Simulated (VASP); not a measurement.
# Ag in VASP: single point with PBE

Aim: the single point of Ag with PBE.

All numbers are computed with VASP 6.6.1; they aren't measurements. Logs are shortened: lines on timing, memory, paths and dates and some standing lists are left out, and cuts for length are marked.

### Step 1. The cell of the first run

The cell holds a slab with vacuum, 4 atoms: a = 2.920 Å, b = 2.920 Å, c = 30.648 Å, α = 90.00°, β = 90.00°, γ = 120.00°.

### Step 2. Single point, PBE

File INCAR:

```
PREC = Accurate
ENCUT = 400
EDIFF = 1E-6
ISMEAR = 1
SIGMA = 0.1
LREAL = False
LASPH = True
NELM = 120
ALGO = Normal
ISIF = 2
LWAVE = False
LCHARG = False
LDIPOL = True
IDIPOL = 3
DIPOL = 0.5 0.5 0.681
GGA = PE
NBANDS = 30
GGA_COMPAT = False
NELMDL = -8
```

File KPOINTS:

```
Automatic mesh
0
Gamma
  21 21 1
```

File POSCAR:

```
Ag
1.0
    1.4602435423      2.5292160068      0.0000000000
   -2.9204870847      0.0000000000      0.0000000000
    0.0000000000      0.0000000000     30.6478018962
Ag
4
Direct
    0.0000000000      0.0000000000      0.5635292054
    0.6666666667      0.3333333333      0.6427579710
    0.3333333333      0.6666666667      0.7207087214
    1.0000000000      0.0000000000      0.7986298467
```

Potentials or basis: VASP PAW PBE potentials, release 64 (Ag).

Command:

```
> cat potpaw_PBE.64/Ag/POTCAR > POTCAR
> mpirun -np 1 vasp_std > vasp.out
```

OUTCAR:

```text
PREC = Accurate
   ENCUT = 400
   EDIFF = 1E-6
   ISMEAR = 1
   LREAL = False
   LASPH = True
   NELM = 120
   ISIF = 2
   GGA = PE
   NELMDL = -8

 ion  position               nearest neighbor table
   1  0.000  0.000  0.564-   2 2.96   2 2.96   2 2.96
   2  0.667  0.333  0.643-   3 2.92   3 2.92   3 2.92   1 2.96   1 2.96   1 2.96
   3  0.333  0.667  0.721-   4 2.92   4 2.92   4 2.92   2 2.92   2 2.92   2 2.92
   4  0.000  0.000  0.799-   3 2.92   3 2.92   3 2.92

  LATTYP: Found a hexagonal cell.
 ALAT       =     2.9204870847
 C/A-ratio  =    10.4940720528

  Lattice vectors:

 A1 = (   1.4602435423,   2.5292160068,   0.0000000000)
 A2 = (  -2.9204870847,   0.0000000000,   0.0000000000)
 A3 = (   0.0000000000,   0.0000000000,  30.6478018962)

Analysis of symmetry for initial positions (statically):
=====================================================================
 Subroutine PRICEL returns:
 Original cell was already a primitive cell.

 Routine SETGRP: Setting up the symmetry group for a
 hexagonal supercell.

 Subroutine GETGRP returns: Found  6 space group operations
 (whereof  6 operations were pure point group operations)
 out of a pool of 24 trial point group operations.

The static configuration has the point symmetry C_3v.

Analysis of symmetry for dynamics (positions and initial velocities):
=====================================================================
 Subroutine PRICEL returns:
 Original cell was already a primitive cell.

 Routine SETGRP: Setting up the symmetry group for a
 hexagonal supercell.

 Subroutine GETGRP returns: Found  6 space group operations
 (whereof  6 operations were pure point group operations)
 out of a pool of 24 trial point group operations.

The dynamic configuration has the point symmetry C_3v.

 Subroutine INISYM returns: Found  6 space group operations
 (whereof  6 operations are pure point group operations),
 and found     1 'primitive' translations

----------------------------------------------------------------------------------------

                                     Primitive cell

  volume of cell :     226.3813

  direct lattice vectors                    reciprocal lattice vectors
     1.460243542  2.529216007  0.000000000     0.000000000  0.395379437  0.000000000
    -2.920487085  0.000000000  0.000000000    -0.342408636  0.197689718  0.000000000
     0.000000000  0.000000000 30.647801896     0.000000000  0.000000000  0.032628767

  length of vectors
     2.920487085  2.920487085 30.647801896     0.395379437  0.395379437  0.032628767

  position of ions in fractional coordinates (direct lattice)
     0.000000000  0.000000000  0.563529205
     0.666666667  0.333333333  0.642757971
     0.333333333  0.666666667  0.720708721
     0.000000000  0.000000000  0.798629847

  ion indices of the primitive-cell ions
   primitive index   ion index
                 1           1
                 2           2
                 3           3
                 4           4

----------------------------------------------------------------------------------------

 KPOINTS: Automatic mesh

Automatic generation of k-mesh.
 Grid dimensions read from file:
 generate k-points for:   21   21    1

 Generating k-lattice:

  Cartesian coordinates                     Fractional coordinates (reciprocal lattice)
     0.000000000  0.018827592  0.000000000     0.047619048  0.000000000  0.000000000
    -0.016305173  0.009413796  0.000000000    -0.000000000  0.047619048  0.000000000
     0.000000000  0.000000000  0.032628767     0.000000000  0.000000000  1.000000000

  Length of vectors
     0.018827592  0.018827592  0.032628767

  Shift w.r.t. Gamma in fractional coordinates (k-lattice)
     0.000000000  0.000000000  0.000000000

 Subroutine IBZKPT returns following result:
 ===========================================

 Found     48 irreducible k-points:

 Following reciprocal coordinates:
            Coordinates               Weight
  0.000000  0.000000  0.000000      1.000000
  0.047619  0.000000  0.000000      6.000000
  0.095238  0.000000  0.000000      6.000000
  0.142857  0.000000  0.000000      6.000000
  0.190476  0.000000  0.000000      6.000000
  0.238095  0.000000  0.000000      6.000000
[... 16 lines left out ...]
  0.142857  0.095238  0.000000     12.000000
  0.190476  0.095238  0.000000     12.000000
 [... further k-points ...]
   k-points           NKPTS =     48   k-points in BZ     NKDIM =     48   number of bands    NBANDS=     30
   number of dos      NEDOS =    301   number of ions     NIONS =      4
   total plane-waves  NPLWV =  80000
   dimension x,y,z NGX =    20 NGY =   20 NGZ =  200
   dimension x,y,z NGXF=    40 NGYF=   40 NGZF=  400
   ions per type =               4
   NGX,Y,Z   is equivalent  to a cutoff of  11.38, 11.38, 10.85 a.u.
   NGXF,Y,Z  is equivalent  to a cutoff of  22.77, 22.77, 21.70 a.u.
 SYSTEM =  unknown system
   PREC   = accura    normal or accurate (medium, high low for compatibility)
   ISTART =      0    job   : 0-new  1-cont  2-samecut
   ICHARG =      2    charge: 1-file 2-atom 10-const
   ISPIN  =      1    spin polarized calculation?
   LNONCOLLINEAR =      F non collinear calculations
   LSORBIT =      F    spin-orbit coupling
   LASPH  =      T    aspherical Exc in radial PAW
   ENCUT  =  400.0 eV  29.40 Ry    5.42 a.u.   4.76  4.76 49.98*2*pi/ulx,y,z
   NELM   =    120;   NELMIN=  2; NELMDL= -8     # of ELM steps
   EDIFF  = 0.1E-05   stopping-criterion for ELM
   LREAL  =      F    real-space projection
   EDIFFG = 0.1E-04   stopping-criterion for IOM
   NSW    =      0    number of steps for IOM
   IBRION =     -1    ionic relax: 0-MD 1-quasi-New 2-CG
   NFREE  =      0    steps in history (QN), initial steepest desc. (CG)
   ISIF   =      2    stress and relaxation
   ISYM   =      2    0-nonsym 1-usesym 2-fastsym
   POTIM  = 0.5000    time-step for ionic-motion
   TEBEG  =    0.0;   TEEND  =   0.0 temperature during run
   PSTRESS=    0.0 pullay stress
   NELECT =      44.0000    total number of electrons
   NUPDOWN=      -1.0000    fix difference up-down
   EMIN   =  10.00;   EMAX   =-10.00  energy-range for DOS
   EFERMI =   0.00;   METHOD = LEGACY
   ISMEAR =     1;   SIGMA  =   0.10  broadening in eV -4-tet -1-fermi 0-gaus
   EFERMI_NEDOS =   21; number of points for ismear=-14 and -15
   IALGO  =     38    algorithm
   IMIX   =      4    mixing-type and parameters
     AMIX     =   0.40;   BMIX     =  1.00
     AMIX_MAG =   1.60;   BMIX_MAG =  1.00
  volume/ion in A,a.u.               =      56.60       381.92
  Fermi-wavevector in a.u.,A,eV,Ry     =   0.948300  1.792026 12.235339  0.899272
  Thomas-Fermi vector in A             =   2.076475
   LORBIT       =      0    0 simple, 1 ext, 2 COOP (PROOUT), +10 PAW based schemes
   GGA     = PE    functional components
   LHFCALC =     F    Hartree Fock is set to
   AEXX    =    0.0000 exact exchange contribution
   IVDW    =     0    specifies the selected vdW correction
   LEPSILON=     F    determine dielectric tensor
   LRPA    =     F    only Hartree local field effects (RPA)
 non-spin polarized calculation
 Methfessel and Paxton  Order N= 1 SIGMA  =   0.10
  energy-cutoff  :      400.00
  volume of cell :      226.38
 maximum number of plane-waves:      4155
 NGX is ok and might be reduce to    20
   NGX =  9   NGY =  9   NGZ = 99

 dipolmoment           0.000000      0.000000      0.003597 electrons x Angstroem

 number of electron      43.9999996 magnetization

 dipolmoment           0.000000      0.000000     -0.000771 electrons x Angstroem

 Free energy of the ion-electron system (eV)
  ---------------------------------------------------
  ext. energy  EPLUGINS =         0.00000000
  ---------------------------------------------------
  free energy    TOTEN  =       -10.18092419 eV

  energy without entropy =      -10.17997463  energy(sigma->0) =      -10.18060767

 E-fermi :  -0.5924     XC(G=0):  -4.3119

 val. band max:       -0.6054271425   @ k =   0.3333   0.1429   0.0000
 cond. band min:      -0.5863586767   @ k =   0.3333   0.0476   0.0000
 fundamental gap:      0.0190684658
 Fermi energy:        -0.5923876408

 k-point     1 :       0.0000    0.0000    0.0000
  band No.  band energies     occupation
      1      -7.8069      2.00000
      2      -6.9480      2.00000
      3      -6.6487      2.00000
      4      -6.4878      2.00000
      5      -5.3608      2.00000
      6      -5.3222      2.00000
[... 22 lines left out ...]
     29       4.3920      0.00000
     30       5.3588      0.00000

 k-point     2 :       0.0476    0.0000    0.0000
  band No.  band energies     occupation
      1      -7.7462      2.00000
      2      -6.8946      2.00000
      3      -6.6049      2.00000
      4      -6.4419      2.00000
      5      -5.3608      2.00000
      6      -5.3422      2.00000
[... 22 lines left out ...]
     29       4.4405      0.00000
     30       5.4078      0.00000

 k-point     3 :       0.0952    0.0000    0.0000
  band No.  band energies     occupation
      1      -7.5690      2.00000
      2      -6.7445      2.00000
      3      -6.4790      2.00000
      4      -6.3139      2.00000
      5      -5.4483      2.00000
      6      -5.3928      2.00000
[... 22 lines left out ...]
     29       4.5865      0.00000
     30       5.5556      0.00000

 k-point     4 :       0.1429    0.0000    0.0000
  band No.  band energies     occupation
      1      -7.2932      2.00000
      2      -6.5368      2.00000
      3      -6.2952      2.00000
      4      -6.1372      2.00000
      5      -5.5719      2.00000
      6      -5.4541      2.00000
[... 616 lines left out ...]
     29       4.9817      0.00000
     30       5.9562      0.00000

 k-point    23 :       0.1429    0.0952    0.0000
  band No.  band energies     occupation
      1      -6.8127      2.00000
      2      -6.2222      2.00000
      3      -6.0514      2.00000
      4      -5.9194      2.00000
      5      -5.6858      2.00000
      6      -5.5892      2.00000
[... 22 lines left out ...]
     29       5.3331      0.00000
     30       6.3120      0.00000

 k-point    24 :       0.1905    0.0952    0.0000
  band No.  band energies     occupation
      1      -6.5229      2.00000
      2      -6.1680      2.00000
      3      -6.0544      2.00000
      4      -5.8360      2.00000
      5      -5.7369      2.00000
      6      -5.5959      2.00000
[... 22 lines left out ...]
     29       5.7904      0.00000
     30       6.7728      0.00000

 [... further k-points ...]

------------------------ aborting loop because EDIFF is reached ----------------------------------------

 vacuum level on the upper side and lower side of the slab       (xc-potential included)        -0.018         0.002

  FORCE on cell =-STRESS in cart. coord.  units (eV):
  Direction    XX          YY          ZZ          XY          YZ          ZX
  --------------------------------------------------------------------------------------
  -------------------------------------------------------------------------------------
  Total       -1.0113276     -1.0113276     -0.1669170      0.0000000      0.0000000     -0.0000000
  in kB       -7.1575091     -7.1575091     -1.1813281      0.0000000      0.0000000     -0.0000000
  external PRESSURE =      -5.1654487 kB  Pullay stress =       0.0000000 kB

 VOLUME and BASIS-vectors are now :
 -----------------------------------------------------------------------------
  energy-cutoff  :      400.00
  volume of cell :      226.38
      direct lattice vectors                 reciprocal lattice vectors
     1.460243542  2.529216007  0.000000000     0.000000000  0.395379437  0.000000000
    -2.920487085  0.000000000  0.000000000    -0.342408636  0.197689718  0.000000000
     0.000000000  0.000000000 30.647801896     0.000000000  0.000000000  0.032628767

 POSITION                                       TOTAL-FORCE (eV/Angst)
 -----------------------------------------------------------------------------------
      0.00000      0.00000     17.27093         0.000000      0.000000      0.051502
      0.00000      1.68614     19.69912        -0.000000      0.000000     -0.070092
     -1.46024      0.84307     22.08814         0.000000     -0.000000     -0.025926
      0.00000      0.00000     24.47625        -0.000000      0.000000      0.044516
 -----------------------------------------------------------------------------------
    total drift:                                0.000000     -0.000000      0.001542

  FREE ENERGIE OF THE ION-ELECTRON SYSTEM (eV)
  ---------------------------------------------------
  free  energy   TOTEN  =       -10.1809241855 eV

  energy  without entropy=      -10.1799746290  energy(sigma->0) =      -10.18060767

 vacuum level on the upper side and lower side of the slab         3.904         3.925
```

Wall time 10 min (1 thread of Intel Xeon 8259CL, shared host); peak memory 0.36 GiB.

Results:

| Quantity | Value |
| --- | --- |
| Free energy | -10.1809 eV |
| Largest force | 0.070 eV/Å |
| Band gap on the k mesh | zero (bands 22 and 23 overlap by 6.48 eV) |

Forces on the atoms (eV/Å):
```
Ag   0.000  0.000  0.052
Ag   0.000  0.000 -0.070
Ag   0.000  0.000 -0.026
Ag   0.000  0.000  0.045
```

Levels at points of the mesh, in eV from the Fermi level:
| k point | band 19 | band 20 | band 21 | band 22 | band 23 | band 24 | band 25 | band 26 |
| --- | --- | --- | --- | --- | --- | --- | --- | --- |
| (0.00, 0.00, 0.00) | -3.31 | -3.25 | -3.25 | -3.08 | -3.08 | -0.95 | 0.28 | 4.01 |
